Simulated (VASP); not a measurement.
# Au (Fm-3m) in VASP: notebook

Au is run at these levels: r2SCAN; tasks: relaxation of cell and atoms, single point.

All numbers are computed with VASP 6.6.1; they aren't measurements. Logs are shortened: lines on timing, memory, paths and dates and some standing lists are left out, and cuts for length are marked.

### Step 1. The cell of the first run

It takes space group Fm-3m (No. 225, cubic). The conventional cell has a = 3.940 Å, b = 3.940 Å, c = 3.940 Å, α = 90.00°, β = 90.00°, γ = 90.00°. Au (site symmetry m-3m) has 12 Au at 2.79 Å within 3.7 Å.

### Step 2. Relaxation of cell and atoms, r2SCAN, target pressure 30 GPa, at which the enthalpy is minimised

The input, POSCAR:

```
Au
1.0
    0.0000000000      1.9699098568      1.9699098568
    1.9699098568      0.0000000000      1.9699098568
    1.9699098568      1.9699098568      0.0000000000
Au
1
Direct
    0.0000000000      0.0000000000      0.0000000000
```

The input, INCAR.step1:

```
SYSTEM = Au
PREC = Accurate
ENCUT = 600
ISMEAR = 0
SIGMA = 0.1
LREAL = .FALSE.
LASPH = .TRUE.
NELM = 100
GGA = PE
ALGO = Normal
EDIFF = 1E-4
LWAVE = .TRUE.
LCHARG = .FALSE.
```

The input, INCAR.step2:

```
SYSTEM = Au
PREC = Accurate
ENCUT = 600
EDIFF = 1E-6
ISMEAR = 0
SIGMA = 0.1
LREAL = .FALSE.
LASPH = .TRUE.
NELM = 100
ALGO = Normal
ISIF = 3
LWAVE = .FALSE.
LCHARG = .FALSE.
METAGGA = R2SCAN
LMIXTAU = .TRUE.
IBRION = 2
NSW = 70
EDIFFG = -0.008
PSTRESS = 300.0
ISTART = 1
```

The input, KPOINTS:

```
Automatic mesh
0
G
  18 18 18
  0 0 0
```

Potentials or basis: VASP PAW PBE potentials, release 64 (Au).

On the command line:

```bash
$ cat potpaw_PBE.64/Au/POTCAR > POTCAR
$ cp INCAR.step1 INCAR
$ mpirun -np 1 vasp_std > vasp.out
$ cp INCAR.step2 INCAR
$ mpirun -np 1 vasp_std > vasp.out
```

OUTCAR:

```text
SYSTEM = Au
   PREC = Accurate
   ENCUT = 600
   EDIFF = 1E-6
   ISMEAR = 0
   LREAL = .FALSE.
   LASPH = .TRUE.
   NELM = 100
   ISIF = 3
   METAGGA = R2SCAN
   IBRION = 2
   NSW = 70
   EDIFFG = -0.008
   PSTRESS = 300.0
   ISTART = 1

 ion  position               nearest neighbor table
   1  0.000  0.000  0.000-

  LATTYP: Found a face centered cubic cell.
 ALAT       =     3.9398197136

  Lattice vectors:

 A1 = (   0.0000000000,   1.9699098568,   1.9699098568)
 A2 = (   1.9699098568,   0.0000000000,   1.9699098568)
 A3 = (   1.9699098568,   1.9699098568,   0.0000000000)

Analysis of symmetry for initial positions (statically):
=====================================================================
 Subroutine PRICEL returns:
 Original cell was already a primitive cell.

 Routine SETGRP: Setting up the symmetry group for a
 face centered cubic supercell.

 Subroutine GETGRP returns: Found 48 space group operations
 (whereof 48 operations were pure point group operations)
 out of a pool of 48 trial point group operations.

The static configuration has the point symmetry O_h .

Analysis of symmetry for dynamics (positions and initial velocities):
=====================================================================
 Subroutine PRICEL returns:
 Original cell was already a primitive cell.

 Routine SETGRP: Setting up the symmetry group for a
 face centered cubic supercell.

 Subroutine GETGRP returns: Found 48 space group operations
 (whereof 48 operations were pure point group operations)
 out of a pool of 48 trial point group operations.

The dynamic configuration has the point symmetry O_h .

 Subroutine INISYM returns: Found 48 space group operations
 (whereof 48 operations are pure point group operations),
 and found     1 'primitive' translations

----------------------------------------------------------------------------------------

                                     Primitive cell

  volume of cell :      15.2886

  direct lattice vectors                    reciprocal lattice vectors
     0.000000000  1.969909857  1.969909857    -0.253818721  0.253818721  0.253818721
     1.969909857  0.000000000  1.969909857     0.253818721 -0.253818721  0.253818721
     1.969909857  1.969909857  0.000000000     0.253818721  0.253818721 -0.253818721

  length of vectors
     2.785873236  2.785873236  2.785873236     0.439626920  0.439626920  0.439626920

  position of ions in fractional coordinates (direct lattice)
     0.000000000  0.000000000  0.000000000

  ion indices of the primitive-cell ions
[... 85 lines left out ...]
   NELECT =      11.0000    total number of electrons
   NUPDOWN=      -1.0000    fix difference up-down
   EMIN   =  10.00;   EMAX   =-10.00  energy-range for DOS
   EFERMI =   0.00;   METHOD = LEGACY
   ISMEAR =     0;   SIGMA  =   0.10  broadening in eV -4-tet -1-fermi 0-gaus
   EFERMI_NEDOS =   21; number of points for ismear=-14 and -15
   IALGO  =     38    algorithm
   IMIX   =      4    mixing-type and parameters
     AMIX     =   0.40;   BMIX     =  1.00
     AMIX_MAG =   1.60;   BMIX_MAG =  1.00
  volume/ion in A,a.u.               =      15.29       103.17
  Fermi-wavevector in a.u.,A,eV,Ry     =   1.466952  2.772138 29.279051  2.151950
  Thomas-Fermi vector in A             =   2.582628
   LORBIT       =      0    0 simple, 1 ext, 2 COOP (PROOUT), +10 PAW based schemes
   METAGGA = R2SCAN    functional components
   LHFCALC =     F    Hartree Fock is set to
   AEXX    =    0.0000 exact exchange contribution
   IVDW    =     0    specifies the selected vdW correction
   LEPSILON=     F    determine dielectric tensor
   LRPA    =     F    only Hartree local field effects (RPA)
 conjugate gradient relaxation of ions
 non-spin polarized calculation
 Gauss-broadening in eV      SIGMA  =   0.10
  energy-cutoff  :      600.00
  volume of cell :       15.29
 maximum number of plane-waves:       532
 NGX is ok and might be reduce to    24
   NGX = 11   NGY = 11   NGZ = 11

--------------------------------------- Ionic step        1  -------------------------------------------

 number of electron      11.0000000 magnetization

 Free energy of the ion-electron system (eV)
  ---------------------------------------------------
  ext. energy  EPLUGINS =         0.00000000
  ---------------------------------------------------
  free energy    TOTEN  =       -50.39703883 eV

  energy without entropy =      -50.39568405  energy(sigma->0) =      -50.39636144

------------------------ aborting loop because EDIFF is reached ----------------------------------------

  FORCE on cell =-STRESS in cart. coord.  units (eV):
  Direction    XX          YY          ZZ          XY          YZ          ZX
  --------------------------------------------------------------------------------------
  -------------------------------------------------------------------------------------
  Total        3.1124193      3.1124193      3.1124193     -0.0000000     -0.0000000      0.0000000
  in kB      326.1667052    326.1667052    326.1667052     -0.0000000     -0.0000000      0.0000000
  external PRESSURE =      26.1667052 kB  Pullay stress =     300.0000000 kB
[... 61 lines left out ...]
--------------------------------------- Ionic step        3  -------------------------------------------

 number of electron      11.0000001 magnetization

 Free energy of the ion-electron system (eV)
  ---------------------------------------------------
  ext. energy  EPLUGINS =         0.00000000
  ---------------------------------------------------
  free energy    TOTEN  =       -50.42149956 eV

  energy without entropy =      -50.42015415  energy(sigma->0) =      -50.42082686

 E-fermi :  11.1306     XC(G=0): -14.3532

 val. band max:       11.1055617657   @ k =   0.5000   0.1667   0.0556
 cond. band min:      11.1617158145   @ k =   0.5000   0.2778   0.1111
 fundamental gap:      0.0561540488
 Fermi energy:        11.1306149463

 k-point     1 :       0.0000    0.0000    0.0000
  band No.  band energies     occupation
      1      -0.1646      2.00000
      2       5.5463      2.00000
      3       5.5463      2.00000
      4       5.5463      2.00000
      5       7.3805      2.00000
      6       7.3805      2.00000
      7      26.2187      0.00000
      8      30.9494      0.00000
      9      30.9494      0.00000
[... 265 lines left out ...]
 k-point    24 :      -0.2222    0.0556    0.0000
  band No.  band energies     occupation
      1       1.8324      2.00000
      2       5.2319      2.00000
      3       5.9091      2.00000
      4       5.9529      2.00000
      5       7.2600      2.00000
      6       7.8569      2.00000
      7      23.9601      0.00000
      8      27.7056      0.00000
      9      31.5594      0.00000

 [... further k-points ...]
[... 5 lines left out ...]
  --------------------------------------------------------------------------------------
  -------------------------------------------------------------------------------------
  Total        2.8830629      2.8830629      2.8830629     -0.0000000      0.0000000     -0.0000000
  in kB      299.6742442    299.6742442    299.6742442     -0.0000000      0.0000000     -0.0000000
  external PRESSURE =      -0.3257558 kB  Pullay stress =     300.0000000 kB
[... 20 lines left out ...]
  energy  without entropy=      -50.4201541547  energy(sigma->0) =      -50.42082686

  enthalpy is  TOTEN    =       -47.5353026255 eV   P V=        2.8861969299

 reached required accuracy - stopping structural energy minimisation
```

Run time: 4.4 min. Hardware: 1 thread of Intel Xeon 8259CL, shared host; peak memory 0.18 GiB.

Results:

```
Free energy                                            : -50.4215 eV
Relaxed volume                                         : 15.41 Å³/atom
Relaxed cell                                           : a = 2.793 Å, b = 2.793 Å, c = 2.793 Å, α = 60.00°, β = 60.00°, γ = 60.00°
Space group after relaxing (to 0.05 Å)                 : Fm-3m (No. 225)
Energy change on relaxing (the enthalpy is what falls) : -24.5 meV/atom
Ionic steps                                            : 3
Pressure after relaxing                                : 30.0 GPa
```

Step by step:
| step | energy change (eV) | largest force (eV/Å) | pressure (GPa) | volume (Å³) |
| --- | --- | --- | --- | --- |
| 1 | 0.0000 | 0.0000 | 32.62 | 15.29 |
| 2 | -0.0942 | 0.0000 | 21.80 | 15.85 |
| 3 | -0.0245 | 0.0000 | 29.97 | 15.41 |

Final structure:
```cif
data_structure
_symmetry_space_group_name_H-M 'P 1'
_symmetry_Int_Tables_number 1
_cell_length_a 2.7935
_cell_length_b 2.7935
_cell_length_c 2.7935
_cell_angle_alpha 60.000
_cell_angle_beta 60.000
_cell_angle_gamma 60.000
_cell_volume 15.41
loop_
_atom_site_label
_atom_site_type_symbol
_atom_site_fract_x
_atom_site_fract_y
_atom_site_fract_z
_atom_site_occupancy
Au1 Au 0.00000 0.00000 0.00000 1
```

Caveat: the cell is relaxed towards a set pressure, so the enthalpy falls and the energy may rise; the PAW data sets were made with another functional, which shifts forces and pressure a little; spin-orbit coupling is left out, which moves the levels of the heavy elements.

### Step 3. Relaxation of cell and atoms, r2SCAN, target pressure 15 GPa, at which the enthalpy is minimised

This run uses another cell than the first one, of 16.19 Å³/atom, 1.059 times its volume.

The input, POSCAR:

```
Au
1.0
    0.0000000000      2.0079473128      2.0079473128
    2.0079473128      0.0000000000      2.0079473128
    2.0079473128      2.0079473128      0.0000000000
Au
1
Direct
    0.0000000000      0.0000000000      0.0000000000
```

The input, INCAR.step1:

```
SYSTEM = Au
ALGO     = Normal         ! electronic algorithm
EDIFF    = 1E-4           ! SCF threshold, eV
ENCUT    = 600            ! plane-wave cutoff, eV
GGA      = PE             ! functional
ISMEAR   = 0              ! smearing method
LASPH    = .True.         ! aspherical terms in the spheres
LCHARG   = .False.        ! write CHGCAR
LREAL    = .False.        ! projectors in reciprocal space
LWAVE    = .True.         ! write WAVECAR
NELM     = 80             ! most SCF steps
PREC     = Accurate       ! precision mode
SIGMA    = 0.1            ! smearing width, eV
```

The input, INCAR.step2:

```
SYSTEM = Au
ALGO     = Normal         ! electronic algorithm
EDIFF    = 1E-6           ! SCF threshold, eV
EDIFFG   = -0.008         ! ionic threshold
ENCUT    = 600            ! plane-wave cutoff, eV
IBRION   = 2              ! ionic algorithm
ISIF     = 3              ! what is computed and relaxed
ISMEAR   = 0              ! smearing method
ISTART   = 1            
LASPH    = .True.         ! aspherical terms in the spheres
LCHARG   = .False.        ! write CHGCAR
LMIXTAU  = .True.       
LREAL    = .False.        ! projectors in reciprocal space
LWAVE    = .False.        ! write WAVECAR
METAGGA  = R2SCAN         ! meta-GGA
NELM     = 80             ! most SCF steps
NSW      = 70             ! ionic steps
PREC     = Accurate       ! precision mode
PSTRESS  = 150.0        
SIGMA    = 0.1            ! smearing width, eV
```

The input, KPOINTS:

```
k-points
0
Gamma
  18 18 18
  0 0 0
```

Potentials or basis: VASP PAW PBE potentials, release 64 (Au).

On the command line:

```bash
$ cat potpaw_PBE.64/Au/POTCAR > POTCAR
$ cp INCAR.step1 INCAR
$ mpirun -np 1 vasp_std > vasp.out
$ cp INCAR.step2 INCAR
$ mpirun -np 1 vasp_std > vasp.out
```

OUTCAR:

```text
SYSTEM = Au
   EDIFF = 1E-6
   EDIFFG = -0.008
   ENCUT = 600
   IBRION = 2
   ISIF = 3
   ISMEAR = 0
   ISTART = 1
   LASPH = .True.
   LREAL = .False.
   METAGGA = R2SCAN
   NELM = 80
   NSW = 70
   PREC = Accurate
   PSTRESS = 150.0

 ion  position               nearest neighbor table
   1  0.000  0.000  0.000-

  LATTYP: Found a face centered cubic cell.
 ALAT       =     4.0158946256

  Lattice vectors:

 A1 = (   0.0000000000,   2.0079473128,   2.0079473128)
 A2 = (   2.0079473128,   0.0000000000,   2.0079473128)
 A3 = (   2.0079473128,   2.0079473128,   0.0000000000)

Analysis of symmetry for initial positions (statically):
=====================================================================
 Subroutine PRICEL returns:
 Original cell was already a primitive cell.

[... 210 lines left out ...]
 cond. band min:       9.8757708946   @ k =   0.5000   0.1667   0.0556
 fundamental gap:      0.0078308206
 Fermi energy:         9.8687787065

 k-point     1 :       0.0000    0.0000    0.0000
  band No.  band energies     occupation
      1      -0.5843      2.00000
      2       4.7420      2.00000
      3       4.7420      2.00000
      4       4.7420      2.00000
      5       6.3672      2.00000
      6       6.3672      2.00000
      7      25.1441      0.00000
      8      29.4454      0.00000
      9      29.4454      0.00000
[... 312 lines left out ...]
--------------------------------------- Ionic step        3  -------------------------------------------

 number of electron      11.0000000 magnetization

 Free energy of the ion-electron system (eV)
  ---------------------------------------------------
  ext. energy  EPLUGINS =         0.00000000
  ---------------------------------------------------
  free energy    TOTEN  =       -50.54042921 eV

  energy without entropy =      -50.53912290  energy(sigma->0) =      -50.53977606

 E-fermi :  10.1136     XC(G=0): -13.9577

 val. band max:       10.0353860873   @ k =   0.5000   0.3333   0.1667
 cond. band min:      10.1138613829   @ k =   0.5000   0.1667   0.0556
 fundamental gap:      0.0784752956
 Fermi energy:        10.1135509240

 k-point     1 :       0.0000    0.0000    0.0000
  band No.  band energies     occupation
      1      -0.5037      2.00000
      2       4.8989      2.00000
      3       4.8989      2.00000
      4       4.8989      2.00000
      5       6.5641      2.00000
      6       6.5641      2.00000
      7      25.3562      0.00000
      8      29.7435      0.00000
      9      29.7435      0.00000
[... 308 lines left out ...]
  energy  without entropy=      -50.5391229003  energy(sigma->0) =      -50.53977606

  enthalpy is  TOTEN    =       -49.0165613806 eV   P V=        1.5238678293

 reached required accuracy - stopping structural energy minimisation
```

It took 4.6 min on 1 thread of Intel Xeon 8259CL, shared host; peak memory 0.18 GiB.

What came out:

```yaml
Free_energy: -50.5404 eV
Relaxed_volume: 16.28 Å³/atom
Relaxed_cell: a = 2.845 Å, b = 2.845 Å, c = 2.845 Å, α = 60.00°, β = 60.00°, γ = 60.00°
Space_group_after_relaxing_to_0.05_Å: Fm-3m (No. 225)
Energy_change_on_relaxing_the_enthalpy_is_what_falls: -8.3 meV/atom
Ionic_steps: 3
Pressure_after_relaxing: 15.0 GPa
```

The path:
| step | energy change (eV) | largest force (eV/Å) | pressure (GPa) | volume (Å³) |
| --- | --- | --- | --- | --- |
| 1 | 0.0000 | 0.0000 | 16.29 | 16.19 |
| 2 | -0.0270 | 0.0000 | 11.87 | 16.50 |
| 3 | -0.0083 | 0.0000 | 15.00 | 16.28 |

Final structure:
```
CELL_PARAMETERS angstrom
0.00000 2.01146 2.01146
2.01146 0.00000 2.01146
2.01146 2.01146 0.00000
ATOMIC_POSITIONS crystal
Au 0.00000 0.00000 0.00000
```

Caveat: the cell is relaxed towards a set pressure, so the enthalpy falls and the energy may rise; the PAW data sets were made with another functional, which shifts forces and pressure a little; spin-orbit coupling is left out, which moves the levels of the heavy elements.

[end of part 1 of 2]
